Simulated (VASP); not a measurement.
# Hf (Fm-3m) in VASP: settings compared

The runs below take Hf through single point, with PBE, RPBE.

All numbers are computed with VASP 6.6.1; they aren't measurements. Logs are shortened: lines on timing, memory, paths and dates and some standing lists are left out, and cuts for length are marked.

### 1 The cell of the first run

The structure is cubic, space group Fm-3m (No. 225). The conventional cell has a = 4.440 Å, b = 4.440 Å, c = 4.440 Å, α = 90.00°, β = 90.00°, γ = 90.00°. Within 4.1 Å of Hf (site symmetry m-3m) lie 12 Hf at 3.14 Å.

### 2 Single point, PBE

The input, INCAR:

```
SYSTEM = Hf
ALGO = Normal ; EDIFF = 1E-6
ENCUT = 520 ; GGA = PE
ISIF = 2 ; ISMEAR = 0
LASPH = .TRUE. ; LCHARG = .FALSE.
LREAL = .FALSE. ; LWAVE = .FALSE.
NBANDS = 11 ; NELM = 100
PREC = Accurate ; SIGMA = 0.011
```

The input, KPOINTS:

```
k-points
0
G
  10 10 10
  0 0 0
```

The input, POSCAR:

```
Hf
1.0
    0.0000000000      2.2200000000      2.2200000000
    2.2200000000      0.0000000000      2.2200000000
    2.2200000000      2.2200000000      0.0000000000
Hf
1
Direct
    0.0000000000      0.0000000000      0.0000000000
```

Potentials or basis: VASP PAW PBE potentials, release 64 (Hf_pv).

Run with:

```sh
$ cat potpaw_PBE.64/Hf_pv/POTCAR > POTCAR
$ mpirun -np 1 vasp_std > vasp.out
```

OUTCAR:

```text
SYSTEM = Hf
   EDIFF = 1E-6
   ENCUT = 520
   GGA = PE
   ISIF = 2
   ISMEAR = 0
   LASPH = .TRUE.
   LREAL = .FALSE.
   NELM = 100
   PREC = Accurate

 ion  position               nearest neighbor table
   1  0.000  0.000  0.000-

  LATTYP: Found a face centered cubic cell.
 ALAT       =     4.4400000000

  Lattice vectors:

 A1 = (   0.0000000000,   2.2200000000,   2.2200000000)
 A2 = (   2.2200000000,   0.0000000000,   2.2200000000)
 A3 = (   2.2200000000,   2.2200000000,   0.0000000000)

Analysis of symmetry for initial positions (statically):
=====================================================================
 Subroutine PRICEL returns:
 Original cell was already a primitive cell.

 Routine SETGRP: Setting up the symmetry group for a
 face centered cubic supercell.

 Subroutine GETGRP returns: Found 48 space group operations
 (whereof 48 operations were pure point group operations)
 out of a pool of 48 trial point group operations.

The static configuration has the point symmetry O_h .

Analysis of symmetry for dynamics (positions and initial velocities):
=====================================================================
 Subroutine PRICEL returns:
 Original cell was already a primitive cell.

 Routine SETGRP: Setting up the symmetry group for a
 face centered cubic supercell.

 Subroutine GETGRP returns: Found 48 space group operations
 (whereof 48 operations were pure point group operations)
 out of a pool of 48 trial point group operations.

The dynamic configuration has the point symmetry O_h .

 Subroutine INISYM returns: Found 48 space group operations
 (whereof 48 operations are pure point group operations),
 and found     1 'primitive' translations

----------------------------------------------------------------------------------------

                                     Primitive cell

  volume of cell :      21.8821

  direct lattice vectors                    reciprocal lattice vectors
     0.000000000  2.220000000  2.220000000    -0.225225225  0.225225225  0.225225225
     2.220000000  0.000000000  2.220000000     0.225225225 -0.225225225  0.225225225
     2.220000000  2.220000000  0.000000000     0.225225225  0.225225225 -0.225225225

  length of vectors
     3.139554108  3.139554108  3.139554108     0.390101533  0.390101533  0.390101533

  position of ions in fractional coordinates (direct lattice)
     0.000000000  0.000000000  0.000000000

  ion indices of the primitive-cell ions
   primitive index   ion index
                 1           1

----------------------------------------------------------------------------------------

 KPOINTS: k-points

Automatic generation of k-mesh.
 Grid dimensions read from file:
 generate k-points for:   10   10   10

 Generating k-lattice:

  Cartesian coordinates                     Fractional coordinates (reciprocal lattice)
    -0.022522523  0.022522523  0.022522523     0.100000000  0.000000000  0.000000000
     0.022522523 -0.022522523  0.022522523     0.000000000  0.100000000  0.000000000
     0.022522523  0.022522523 -0.022522523     0.000000000  0.000000000  0.100000000

  Length of vectors
     0.039010153  0.039010153  0.039010153

  Shift w.r.t. Gamma in fractional coordinates (k-lattice)
     0.000000000  0.000000000  0.000000000

 Subroutine IBZKPT returns following result:
 ===========================================

 Found     47 irreducible k-points:

 Following reciprocal coordinates:
            Coordinates               Weight
  0.000000  0.000000  0.000000      1.000000
  0.100000  0.000000  0.000000      8.000000
  0.200000  0.000000  0.000000      8.000000
  0.300000  0.000000  0.000000      8.000000
  0.400000  0.000000  0.000000      8.000000
  0.500000  0.000000  0.000000      4.000000
[... 16 lines left out ...]
  0.300000  0.300000  0.000000      6.000000
  0.400000  0.300000  0.000000     24.000000
 [... further k-points ...]
   k-points           NKPTS =     47   k-points in BZ     NKDIM =     47   number of bands    NBANDS=     11
   number of dos      NEDOS =    301   number of ions     NIONS =      1
   total plane-waves  NPLWV =  13824
   dimension x,y,z NGX =    24 NGY =   24 NGZ =   24
   dimension x,y,z NGXF=    48 NGYF=   48 NGZF=   48
   ions per type =               1
   NGX,Y,Z   is equivalent  to a cutoff of  12.71, 12.71, 12.71 a.u.
   NGXF,Y,Z  is equivalent  to a cutoff of  25.42, 25.42, 25.42 a.u.
 SYSTEM =  Hf
   PREC   = accura    normal or accurate (medium, high low for compatibility)
   ISTART =      0    job   : 0-new  1-cont  2-samecut
   ICHARG =      2    charge: 1-file 2-atom 10-const
   ISPIN  =      1    spin polarized calculation?
   LNONCOLLINEAR =      F non collinear calculations
   LSORBIT =      F    spin-orbit coupling
   LASPH  =      T    aspherical Exc in radial PAW
   ENCUT  =  520.0 eV  38.22 Ry    6.18 a.u.   5.84  5.84  5.84*2*pi/ulx,y,z
   NELM   =    100;   NELMIN=  2; NELMDL= -5     # of ELM steps
   EDIFF  = 0.1E-05   stopping-criterion for ELM
   LREAL  =      F    real-space projection
   EDIFFG = 0.1E-04   stopping-criterion for IOM
   NSW    =      0    number of steps for IOM
   IBRION =     -1    ionic relax: 0-MD 1-quasi-New 2-CG
   NFREE  =      0    steps in history (QN), initial steepest desc. (CG)
   ISIF   =      2    stress and relaxation
   ISYM   =      2    0-nonsym 1-usesym 2-fastsym
   POTIM  = 0.5000    time-step for ionic-motion
   TEBEG  =    0.0;   TEEND  =   0.0 temperature during run
   PSTRESS=    0.0 pullay stress
   NELECT =      10.0000    total number of electrons
   NUPDOWN=      -1.0000    fix difference up-down
   EMIN   =  10.00;   EMAX   =-10.00  energy-range for DOS
   EFERMI =   0.00;   METHOD = LEGACY
   ISMEAR =     0;   SIGMA  =   0.01  broadening in eV -4-tet -1-fermi 0-gaus
   EFERMI_NEDOS =   21; number of points for ismear=-14 and -15
   IALGO  =     38    algorithm
   IMIX   =      4    mixing-type and parameters
     AMIX     =   0.40;   BMIX     =  1.00
     AMIX_MAG =   1.60;   BMIX_MAG =  1.00
  volume/ion in A,a.u.               =      21.88       147.67
  Fermi-wavevector in a.u.,A,eV,Ry     =   1.260991  2.382927 21.634588  1.590097
  Thomas-Fermi vector in A             =   2.394472
   LORBIT       =      0    0 simple, 1 ext, 2 COOP (PROOUT), +10 PAW based schemes
   GGA     = PE    functional components
   LHFCALC =     F    Hartree Fock is set to
   AEXX    =    0.0000 exact exchange contribution
   IVDW    =     0    specifies the selected vdW correction
   LEPSILON=     F    determine dielectric tensor
   LRPA    =     F    only Hartree local field effects (RPA)
 non-spin polarized calculation
 Gauss-broadening in eV      SIGMA  =   0.01
  energy-cutoff  :      520.00
  volume of cell :       21.88
 maximum number of plane-waves:       609
   NGX = 11   NGY = 11   NGZ = 11

 number of electron      10.0000000 magnetization

 Free energy of the ion-electron system (eV)
  ---------------------------------------------------
  ext. energy  EPLUGINS =         0.00000000
  ---------------------------------------------------
  free energy    TOTEN  =        -9.85067169 eV

  energy without entropy =       -9.85052355  energy(sigma->0) =       -9.85059762

 E-fermi :   4.9293     XC(G=0): -11.3843

 val. band max:        4.8848167975   @ k =   0.3000   0.0000   0.0000
 cond. band min:       4.9301083916   @ k =  -0.2000   0.1000   0.0000
 fundamental gap:      0.0452915941
 Fermi energy:         4.9292945344

 k-point     1 :       0.0000    0.0000    0.0000
  band No.  band energies     occupation
      1     -25.0227      2.00000
      2     -25.0227      2.00000
      3     -25.0227      2.00000
      4      -2.3897      2.00000
      5       6.3177      0.00000
      6       6.3177      0.00000
      7       6.3177      0.00000
      8       9.1874      0.00000
      9       9.1874      0.00000
     10      16.2916      0.00000
     11      18.0570      0.00000

 k-point     2 :       0.1000    0.0000    0.0000
  band No.  band energies     occupation
      1     -25.1119      2.00000
      2     -25.0340      2.00000
      3     -25.0340      2.00000
      4      -2.0350      2.00000
      5       5.9698      0.00000
      6       6.4804      0.00000
      7       6.4804      0.00000
      8       9.0147      0.00000
      9       9.0147      0.00000
     10      17.0537      0.00000
     11      18.0553      0.00000

 k-point     3 :       0.2000    0.0000    0.0000
  band No.  band energies     occupation
      1     -25.3393      2.00000
      2     -25.0632      2.00000
      3     -25.0632      2.00000
      4      -1.0757      2.00000
      5       5.2885      0.00000
      6       6.7155      0.00000
      7       6.7155      0.00000
      8       8.9254      0.00000
      9       8.9254      0.00000
     10      17.0763      0.00000
     11      18.0592      0.00000

 k-point     4 :       0.3000    0.0000    0.0000
  band No.  band energies     occupation
      1     -25.6092      2.00000
      2     -25.0991      2.00000
      3     -25.0991      2.00000
      4       0.1318      2.00000
      5       4.8848      2.00000
      6       6.5397      0.00000
      7       6.5397      0.00000
      8       9.6313      0.00000
      9       9.6313      0.00000
     10      15.7165      0.00000
     11      18.0541      0.00000
[... 239 lines left out ...]
 k-point    22 :      -0.2000    0.2000    0.0000
  band No.  band energies     occupation
      1     -25.5660      2.00000
      2     -25.2679      2.00000
      3     -25.0947      2.00000
      4       0.7633      2.00000
      5       4.5852      2.00000
      6       5.7380      0.00000
      7       7.5130      0.00000
      8       7.9773      0.00000
      9      11.2483      0.00000
     10      17.2842      0.00000
     11      18.0748      0.00000

 k-point    23 :       0.3000    0.3000    0.0000
  band No.  band energies     occupation
      1     -25.5809      2.00000
      2     -25.2299      2.00000
      3     -25.2299      2.00000
      4       0.8863      2.00000
      5       3.6311      2.00000
      6       5.9938      0.00000
      7       8.8090      0.00000
      8       8.8090      0.00000
      9      10.5080      0.00000
     10      18.0489      0.00000
     11      19.6761      0.00000

 k-point    24 :       0.4000    0.3000    0.0000
  band No.  band energies     occupation
      1     -25.6930      2.00000
      2     -25.2933      2.00000
      3     -25.2648      2.00000
      4       1.5615      2.00000
      5       3.3527      2.00000
      6       5.7735      0.00000
      7       9.0754      0.00000
      8      10.0982      0.00000
      9      11.2188      0.00000
     10      16.8491      0.00000
     11      18.4484      0.00000

 [... further k-points ...]
[... 5 lines left out ...]
  --------------------------------------------------------------------------------------
  -------------------------------------------------------------------------------------
  Total        0.3348761      0.3348761      0.3348761     -0.0000000     -0.0000000     -0.0000000
  in kB       24.5191722     24.5191722     24.5191722     -0.0000000     -0.0000000     -0.0000000
  external PRESSURE =      24.5191722 kB  Pullay stress =       0.0000000 kB

 VOLUME and BASIS-vectors are now :
 -----------------------------------------------------------------------------
  energy-cutoff  :      520.00
  volume of cell :       21.88
      direct lattice vectors                 reciprocal lattice vectors
     0.000000000  2.220000000  2.220000000    -0.225225225  0.225225225  0.225225225
     2.220000000  0.000000000  2.220000000     0.225225225 -0.225225225  0.225225225
     2.220000000  2.220000000  0.000000000     0.225225225  0.225225225 -0.225225225

 POSITION                                       TOTAL-FORCE (eV/Angst)
 -----------------------------------------------------------------------------------
      0.00000      0.00000      0.00000         0.000000      0.000000      0.000000
 -----------------------------------------------------------------------------------
    total drift:                               -0.000000      0.000000      0.000000

  FREE ENERGIE OF THE ION-ELECTRON SYSTEM (eV)
  ---------------------------------------------------
  free  energy   TOTEN  =        -9.8506716866 eV

  energy  without entropy=       -9.8505235536  energy(sigma->0) =       -9.85059762
```

It took 7.3 s on 1 thread of Intel Xeon 6975P-C, shared host; peak memory 0.14 GiB.

What came out:

| Quantity | Value |
| --- | --- |
| Free energy | -9.8507 eV |
| Pressure | 2.5 GPa |
| Band gap on the k mesh | zero (band 5 reaches 6.32 eV, above the bottom of band 6 at 4.50 eV) |

Caveat: spin-orbit coupling is left out, which moves the levels of the heavy elements.

### 3 Single point, RPBE

The input, INCAR:

```
SYSTEM = Hf
ALGO = Normal
EDIFF = 1E-6
ENCUT = 520
GGA = RP
ISIF = 2
ISMEAR = -1
LASPH = .True.
LCHARG = .True.
LELF = .True.
LREAL = .False.
LVHAR = .True.
LWAVE = .False.
NBANDS = 11
NELM = 100
PREC = Accurate
SIGMA = 0.05
```

The input, KPOINTS:

```
k-points
0
Gamma
  10 10 10
  0 0 0
```

POSCAR is that of step 2.

Potentials or basis: VASP PAW PBE potentials, release 64 (Hf_pv).

Run with:

```sh
$ cat potpaw_PBE.64/Hf_pv/POTCAR > POTCAR
$ mpirun -np 1 vasp_std > vasp.out
```

Wall time 8.3 s (1 thread of Intel Xeon 6975P-C, shared host); peak memory 0.14 GiB.

It converged, with:

```
Free energy            : -9.4196 eV
Pressure               : 5.5 GPa
Band gap on the k mesh : zero (band 5 reaches 6.44 eV, above the bottom of band 6 at 4.61 eV)
```

Levels at points of the mesh, in eV from the Fermi level:
| k point | band 1 | band 2 | band 3 | band 4 | band 5 | band 6 | band 7 | band 8 | band 9 | band 10 |
| --- | --- | --- | --- | --- | --- | --- | --- | --- | --- | --- |
| (0.00, 0.00, 0.00) | -29.97 | -29.97 | -29.97 | -7.29 | 1.43 | 1.43 | 1.43 | 4.32 | 4.32 | 11.33 |
| (0.50, 0.00, 0.00) | -30.84 | -30.08 | -30.08 | -3.69 | 0.60 | 1.21 | 1.21 | 6.49 | 6.49 | 9.70 |
| (0.50, 0.50, 0.00) | -30.78 | -30.28 | -30.28 | -3.34 | -2.20 | 2.60 | 6.51 | 7.12 | 7.12 | 10.08 |

Caveat: the PAW data sets were made with another functional, which shifts forces and pressure a little; spin-orbit coupling is left out, which moves the levels of the heavy elements.
